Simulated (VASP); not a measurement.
# Si2W (C2/m) in VASP: further runs, part 2 of 2

VASP 6.6.1. The steps go on from the part before.

### Step 4. Single point, PBE (equal xy, yz and zx shear strains of +1 %)

The input, INCAR:

```
SYSTEM = Si2W
  PREC = Accurate
  ENCUT = 520
  EDIFF = 1E-6
  ISMEAR = -1
  SIGMA = 0.05
  LREAL = .FALSE.
  LASPH = .TRUE.
  NELM = 100
  ALGO = Normal
  ISIF = 2
  LWAVE = .FALSE.
  LCHARG = .FALSE.
  GGA = PE
  NBANDS = 18
```

The input, KPOINTS:

```
regular mesh
0
G
  11 11 14
  0 0 0
```

The input, POSCAR:

```
Si2W
1.0
   -1.5782700000      1.6176700000      3.9400000000
    1.6176700000     -1.5782700000      3.9400000000
    1.5943300000      1.5943300000     -3.9239400000
Si W
2 1
Direct
    0.3330000000      0.3330000000      0.0000000000
    0.6670000000      0.6670000000      0.0000000000
    0.0000000000      0.0000000000      0.0000000000
```

Potentials or basis: VASP PAW PBE potentials, release 64 (Si, W_sv).

On the command line:

```bash
> cat potpaw_PBE.64/Si/POTCAR potpaw_PBE.64/W_sv/POTCAR > POTCAR
> mpirun -np 1 vasp_std > vasp.out
```

OUTCAR:

```text
SYSTEM = Si2W
   PREC = Accurate
   ENCUT = 520
   EDIFF = 1E-6
   ISMEAR = -1
   LREAL = .FALSE.
   LASPH = .TRUE.
   NELM = 100
   ISIF = 2
   GGA = PE

 ion  position               nearest neighbor table
   1  0.333  0.333  0.000-   2 2.61   2 2.61   2 2.61   3 2.62   3 2.62   3 2.62   3 2.62   2 2.63
                             2 2.65   3 2.65
   2  0.667  0.667  0.000-   1 2.61   1 2.61   1 2.61   3 2.62   3 2.62   3 2.62   3 2.62   1 2.63
                             1 2.65   3 2.65
   3  0.000  0.000  0.000-   2 2.62   2 2.62   1 2.62   1 2.62   1 2.62   2 2.62   2 2.62   1 2.62
                             2 2.65   1 2.65

  Warning from LATTYP: Got some problem with cell dimensions!
  Tried to take original basis but could not verify dimensions!
  LATTYP: Found a base centered monoclinic cell.
 ALAT       =     4.5652792271
 B/A-ratio  =     0.9900252466
 C/A-ratio  =     0.9913091082
 COS(beta)  =    -0.4921022991

  Lattice vectors:

 A1 = (  -0.0160600000,  -3.2120000000,  -0.0160600000)
 A2 = (  -3.2120000000,  -0.0160600000,  -0.0160600000)
 A3 = (   1.5943300000,   1.5943300000,  -3.9239400000)

Analysis of symmetry for initial positions (statically):
=====================================================================
 Subroutine PRICEL returns:
 Original cell was already a primitive cell.

 Routine SETGRP: Setting up the symmetry group for a
 base centered monoclinic supercell.

 Subroutine GETGRP returns: Found  4 space group operations
 (whereof  4 operations were pure point group operations)
 out of a pool of  4 trial point group operations.

The static configuration has the point symmetry C_2h.

Analysis of symmetry for dynamics (positions and initial velocities):
=====================================================================
 Subroutine PRICEL returns:
 Original cell was already a primitive cell.

 Routine SETGRP: Setting up the symmetry group for a
 base centered monoclinic supercell.

 Subroutine GETGRP returns: Found  4 space group operations
 (whereof  4 operations were pure point group operations)
 out of a pool of  4 trial point group operations.

The dynamic configuration has the point symmetry C_2h.

 Subroutine INISYM returns: Found  4 space group operations
 (whereof  4 operations are pure point group operations),
 and found     1 'primitive' translations

----------------------------------------------------------------------------------------

                                     Primitive cell

  volume of cell :      40.6457

  direct lattice vectors                    reciprocal lattice vectors
    -1.578270000  1.617670000  3.940000000    -0.002180387  0.310716601  0.125360872
     1.617670000 -1.578270000  3.940000000     0.310716601 -0.002180387  0.125360872
     1.594330000  1.594330000 -3.923940000     0.309798998  0.309798998 -0.003097990

  length of vectors
     4.542179259  4.542179259  4.525602879     0.335059559  0.335059559  0.438132898

  position of ions in fractional coordinates (direct lattice)
     0.333000000  0.333000000  1.000000000
     0.667000000  0.667000000  1.000000000
     0.000000000  0.000000000  0.000000000

  ion indices of the primitive-cell ions
   primitive index   ion index
                 1           1
                 2           2
                 3           3

[... 27 lines left out ...]
            Coordinates               Weight
  0.000000  0.000000  0.000000      1.000000
  0.090909 -0.000000  0.000000      4.000000
  0.181818 -0.000000  0.000000      4.000000
  0.272727  0.000000  0.000000      4.000000
  0.363636 -0.000000  0.000000      4.000000
  0.454545 -0.000000  0.000000      4.000000
[... 16 lines left out ...]
 -0.272727  0.181818  0.000000      4.000000
 -0.181818  0.181818  0.000000      2.000000
 [... further k-points ...]
   k-points           NKPTS =    468   k-points in BZ     NKDIM =    468   number of bands    NBANDS=     18
   number of dos      NEDOS =    301   number of ions     NIONS =      3
   total plane-waves  NPLWV =  46656
   dimension x,y,z NGX =    36 NGY =   36 NGZ =   36
   dimension x,y,z NGXF=    72 NGYF=   72 NGZF=   72
   ions per type =               2   1
   NGX,Y,Z   is equivalent  to a cutoff of  13.18, 13.18, 13.22 a.u.
   NGXF,Y,Z  is equivalent  to a cutoff of  26.35, 26.35, 26.45 a.u.
 SYSTEM =  Si2W
   PREC   = accura    normal or accurate (medium, high low for compatibility)
   ISTART =      0    job   : 0-new  1-cont  2-samecut
   ICHARG =      2    charge: 1-file 2-atom 10-const
   ISPIN  =      1    spin polarized calculation?
   LNONCOLLINEAR =      F non collinear calculations
   LSORBIT =      F    spin-orbit coupling
   LASPH  =      T    aspherical Exc in radial PAW
   ENCUT  =  520.0 eV  38.22 Ry    6.18 a.u.   8.45  8.45  8.41*2*pi/ulx,y,z
   NELM   =    100;   NELMIN=  2; NELMDL= -5     # of ELM steps
   EDIFF  = 0.1E-05   stopping-criterion for ELM
   LREAL  =      F    real-space projection
   EDIFFG = 0.1E-04   stopping-criterion for IOM
   NSW    =      0    number of steps for IOM
   IBRION =     -1    ionic relax: 0-MD 1-quasi-New 2-CG
   NFREE  =      0    steps in history (QN), initial steepest desc. (CG)
   ISIF   =      2    stress and relaxation
   ISYM   =      2    0-nonsym 1-usesym 2-fastsym
   POTIM  = 0.5000    time-step for ionic-motion
   TEBEG  =    0.0;   TEEND  =   0.0 temperature during run
   PSTRESS=    0.0 pullay stress
   NELECT =      22.0000    total number of electrons
   NUPDOWN=      -1.0000    fix difference up-down
   EMIN   =  10.00;   EMAX   =-10.00  energy-range for DOS
   EFERMI =   0.00;   METHOD = LEGACY
   ISMEAR =    -1;   SIGMA  =   0.05  broadening in eV -4-tet -1-fermi 0-gaus
   EFERMI_NEDOS =   21; number of points for ismear=-14 and -15
   IALGO  =     38    algorithm
   IMIX   =      4    mixing-type and parameters
     AMIX     =   0.40;   BMIX     =  1.00
     AMIX_MAG =   1.60;   BMIX_MAG =  1.00
  volume/ion in A,a.u.               =      13.55        91.43
  Fermi-wavevector in a.u.,A,eV,Ry     =   1.334169  2.521213 24.218457  1.780006
  Thomas-Fermi vector in A             =   2.462971
   LORBIT       =      0    0 simple, 1 ext, 2 COOP (PROOUT), +10 PAW based schemes
   GGA     = PE    functional components
   LHFCALC =     F    Hartree Fock is set to
   AEXX    =    0.0000 exact exchange contribution
   IVDW    =     0    specifies the selected vdW correction
   LEPSILON=     F    determine dielectric tensor
   LRPA    =     F    only Hartree local field effects (RPA)
 non-spin polarized calculation
  energy-cutoff  :      520.00
  volume of cell :       40.65
 maximum number of plane-waves:      1120
 NGX is ok and might be reduce to    36
   NGX = 17   NGY = 17   NGZ = 17

 number of electron      21.9999999 magnetization

 Free energy of the ion-electron system (eV)
  ---------------------------------------------------
  ext. energy  EPLUGINS =         0.00000000
  ---------------------------------------------------
  free energy    TOTEN  =       -24.80215125 eV

  energy without entropy =      -24.80008402  energy(sigma->0) =      -24.80111764

 E-fermi :  11.9232     XC(G=0): -12.5057

 val. band max:       11.8818245232   @ k =   0.4545   0.4545   0.3571
 cond. band min:      11.9249797874   @ k =   0.2727   0.2727   0.2143
 fundamental gap:      0.0431552642
 Fermi energy:        11.9231642467

 k-point     1 :       0.0000    0.0000    0.0000
  band No.  band energies     occupation
      1     -61.9753      2.00000
      2     -26.2443      2.00000
      3     -26.2022      2.00000
      4     -26.2006      2.00000
      5      -2.1629      2.00000
      6       5.0953      2.00000
[... 481 lines left out ...]
      5      -1.1170      2.00000
      6       5.9314      2.00000
[... 10 lines left out ...]
     17      19.2237      0.00000
     18      19.2443      0.00000

 [... further k-points ...]

------------------------ aborting loop because EDIFF is reached ----------------------------------------

  FORCE on cell =-STRESS in cart. coord.  units (eV):
  Direction    XX          YY          ZZ          XY          YZ          ZX
  --------------------------------------------------------------------------------------
  -------------------------------------------------------------------------------------
  Total        0.6833017      0.6833017      0.0134996     -0.4986072     -0.5096032     -0.5096031
  in kB       26.9344569     26.9344569      0.5321293    -19.6541530    -20.0875923    -20.0875906
  external PRESSURE =      18.1336810 kB  Pullay stress =       0.0000000 kB

 VOLUME and BASIS-vectors are now :
 -----------------------------------------------------------------------------
  energy-cutoff  :      520.00
  volume of cell :       40.65
      direct lattice vectors                 reciprocal lattice vectors
    -1.578270000  1.617670000  3.940000000    -0.002180387  0.310716601  0.125360872
     1.617670000 -1.578270000  3.940000000     0.310716601 -0.002180387  0.125360872
     1.594330000  1.594330000 -3.923940000     0.309798998  0.309798998 -0.003097990

 POSITION                                       TOTAL-FORCE (eV/Angst)
 -----------------------------------------------------------------------------------
      0.01312      0.01312      2.62404         0.009258      0.009258      0.211050
      0.02628      0.02628      5.25596        -0.009258     -0.009258     -0.211050
      0.00000      0.00000      0.00000        -0.000000      0.000000     -0.000000
 -----------------------------------------------------------------------------------
    total drift:                                0.000000      0.000000     -0.000000

  FREE ENERGIE OF THE ION-ELECTRON SYSTEM (eV)
  ---------------------------------------------------
  free  energy   TOTEN  =       -24.8021512529 eV

  energy  without entropy=      -24.8000840178  energy(sigma->0) =      -24.80111764
```

Run time: 8.2 min. Hardware: 1 thread of Intel Xeon 8259CL, shared host; peak memory 0.46 GiB.

Results:

* Free energy: -24.8022 eV
* Pressure: 1.8 GPa
* Largest force: 0.211 eV/Å
* Band gap on the k mesh: zero (bands 11 and 12 overlap by 1.23 eV)

Forces in eV/Å, atoms in the order of the input:
```
Si   0.009  0.009  0.211
Si  -0.009 -0.009 -0.211
W    0.000  0.000  0.000
```

Levels at points of the mesh, in eV from the Fermi level:
| k point | band 9 | band 10 | band 11 | band 12 | band 13 | band 14 |
| --- | --- | --- | --- | --- | --- | --- |
| (0.00, 0.00, 0.00) | -2.92 | -2.79 | 0.65 | 2.63 | 2.84 | 3.17 |
| (0.00, 0.00, 0.50) | -5.10 | -3.29 | -1.65 | 2.53 | 2.97 | 3.12 |

Caveat: the cell differs from its parent crystal (equal xy, yz and zx shear strains of +1 %); spin-orbit coupling is left out, which moves the levels of the heavy elements.

### Step 5. Overview

```csv
cell,gap on the mesh (eV),pressure (GPa),largest force (eV/Å)
"a = 4.532, b = 4.532, c = 4.481 Å, angles 138.2, 138.2, 59.2°, 3 atoms",none,2.4,0.19
"a = 4.559, b = 4.559, c = 4.592 Å, angles 138.9, 138.9, 60.4°, 3 atoms",none,2.1,0.20
"a = 4.542, b = 4.542, c = 4.526 Å, angles 138.5, 138.5, 59.7°, 3 atoms",none,1.8,0.21
```

Alike in all rows: task single point; level PBE; potentials or basis VASP PAW PBE potentials, release 64 (Si, W_sv); no spin polarisation; k mesh 11 × 11 × 14; cutoff (eV) 520; smearing fermi-dirac 0.05 eV.

Caveats: spin-orbit coupling is left out, which moves the levels of the heavy elements.

Absolute energies hang on the potentials; compare differences alone.
